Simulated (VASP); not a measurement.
Set up this calculation in VASP 6.6.1, as the native input.

| Property | Result |
| --- | --- |
| Task | single point |
| Functional | PBE |
| Potentials or basis | VASP PAW PBE potentials, release 64 (Mo_sv) |
| Cutoff | 520 eV |
| k mesh | 4 × 4 × 1 |
| Occupations | gaussian, width 0.1 eV |
| Spin | no spin polarisation |
| Dipole correction | yes |
| Further INCAR settings | LREAL = Auto; ALGO = Normal; EDIFF = 1e-06; NBANDS = 126 |

The structure of Mo lies in POSCAR:

```
Mo
1.0
    6.3209357475      0.0000000000      0.0000000000
    0.0000000000      6.3209357475      0.0000000000
    0.0000000000      0.0000000000     21.5883894861
Mo
16
Direct
    0.2500000000      0.2500000000      0.1852847802
    0.2500000000      0.7500000000      0.1852847802
    0.7500000000      0.2500000000      0.1852847802
    0.7500000000      0.7500000000      0.1852847802
    0.0000000000      0.0000000000      0.2584831045
    0.0000000000      0.5000000000      0.2584831045
    0.5000000000      0.0000000000      0.2584831045
    0.5000000000      0.5000000000      0.2584831045
    0.2500000000      0.2500000000      0.3340309603
    0.2500000000      0.7500000000      0.3340309603
    0.7500000000      0.2500000000      0.3340309603
    0.7500000000      0.7500000000      0.3340309603
    0.0000000000      0.0000000000      0.3978244645
    0.0000000000      0.5000000000      0.3978244645
    0.5000000000      0.0000000000      0.3978244645
    0.5000000000      0.5000000000      0.3978244645
```

The input as run:

INCAR

```
PREC = Accurate ; ENCUT = 520
EDIFF = 1E-6 ; ISMEAR = 0
SIGMA = 0.1 ; LREAL = Auto
LASPH = T ; NELM = 80
ALGO = Normal ; ISIF = 2
LWAVE = F ; LCHARG = F
LDIPOL = T ; IDIPOL = 3
DIPOL = 0.5 0.5 0.294 ; GGA = PE
NBANDS = 126
```

KPOINTS

```
regular mesh
0
Gamma
  4 4 1
```

Potentials or basis: VASP PAW PBE potentials, release 64 (Mo_sv).

The run is started by

```sh
$ cat potpaw_PBE.64/Mo_sv/POTCAR > POTCAR
$ mpirun -np 1 vasp_std > vasp.out
```

Results of the run:

| Item | Value |
| --- | --- |
| Largest force | 1.794 eV/Å |
| Band gap on the k mesh | zero (bands 112 and 113 overlap by 0.23 eV) |

Wall time 22 min on 1 thread of Intel(R) Xeon(R) Platinum 8559C (Emerald Rapids), with other jobs on the host, peak memory 0.93 GiB.
